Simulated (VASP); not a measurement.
Write the native input for VASP 6.6.1 that does the following.

```
Task                   : relaxation of cell and atoms
Functional             : PBEsol
Potentials or basis    : VASP PAW PBE potentials, release 64 (Si, C)
Cutoff                 : 600 eV
k mesh                 : 10 × 10 × 10
Occupations            : gaussian, width 0.02 eV
Spin                   : no spin polarisation
Dipole correction      : no
Further INCAR settings : ALGO = Normal; EDIFF = 1e-06; IBRION = 2; EDIFFG = -0.005; NSW = 100; ISIF = 3
```

The structure of SiC lies in POSCAR:

```
SiC
1.0
    0.0000000000      2.1790000000      2.1790000000
    2.1790000000      0.0000000000      2.1790000000
    2.1790000000      2.1790000000      0.0000000000
Si C
1 1
Direct
    0.0000000000      0.0000000000      0.0000000000
    0.2500000000      0.2500000000      0.2500000000
```

The input as run:

INCAR

```
ALGO = Normal
EDIFF = 1E-6
EDIFFG = -0.005
ENCUT = 600
GGA = PS
IBRION = 2
ISIF = 3
ISMEAR = 0
LASPH = True
LCHARG = False
LREAL = False
LWAVE = False
NELM = 100
NSW = 100
PREC = Accurate
SIGMA = 0.02
```

KPOINTS

```
k-points
0
Gamma
  10 10 10
```

Potentials or basis: VASP PAW PBE potentials, release 64 (Si, C).

Command:

```console
$ cat potpaw_PBE.64/Si/POTCAR potpaw_PBE.64/C/POTCAR > POTCAR
$ mpirun -np 1 vasp_std > vasp.out
```

Results of the run:

The pressure after relaxing is 0.0 GPa. The band gap on the k mesh is 1.23 eV, indirect (least direct gap 4.44 eV).

Caveat: the relaxation stopped at its first step, so nothing moved; the PAW data sets were made with another functional, which shifts forces and pressure a little.

Wall time 11 s on 1 thread of AMD EPYC 7R13 Processor (Zen 3) (shared host), peak memory 0.12 GiB.
